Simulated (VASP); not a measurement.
Wanted: the native input for a VASP 6.6.1 run.

- Task: single point
- Functional: PBEsol
- Potentials or basis: VASP PAW PBE potentials, release 64 (Tm)
- Cutoff: 520 eV
- k mesh: 14 × 14 × 8
- Occupations: gaussian, width 0.05 eV
- Spin: collinear spin, ferromagnetic start
- Starting moments: [1.29, 1.29] μB
- Dipole correction: no
- Further INCAR settings: ALGO = Normal; EDIFF = 1e-06; NBANDS = 34

The structure of Tm lies in POSCAR:

```
Tm
1.0
    3.5305397655      0.0000000000      0.0000000000
   -1.7652698828      3.0575371260      0.0000000000
    0.0000000000      0.0000000000      5.7814263404
Tm
2
Direct
    0.3333333333      0.6666666667      0.7500000000
    0.6666666667      0.3333333333      0.2500000000
```

These files were run (other wordings do the same):

INCAR

```
PREC = Accurate
ENCUT = 520
EDIFF = 1E-6
ISMEAR = 0
SIGMA = 0.05
LREAL = False
LASPH = True
NELM = 150
ALGO = Normal
ISIF = 2
LWAVE = False
LCHARG = False
ISPIN = 2
MAGMOM = 1.29 1.29
LORBIT = 11
LMAXMIX = 6
GGA = PS
NBANDS = 34
```

KPOINTS

```
Automatic mesh
0
Gamma
  14 14 8
```

Potentials or basis: VASP PAW PBE potentials, release 64 (Tm).

Launch:

```bash
$ cat potpaw_PBE.64/Tm/POTCAR > POTCAR
$ mpirun -np 1 vasp_std > vasp.out
```

It gave:

| Item | Value |
| --- | --- |
| Pressure | -0.3 GPa |
| Net moment | 2.16 μB per cell |
| Site moments | Tm +1.20 μB |
| Valence electrons inside the program's atomic spheres | Tm 21.04 |

Caveat: the magnetic or orbital state may not be the lowest; the PAW data sets were made with another functional, which shifts forces and pressure a little.

Wall time 16 min on 1 thread of AMD EPYC 9R45 96-Core Processor (Zen 5) (shared host), peak memory 0.47 GiB.
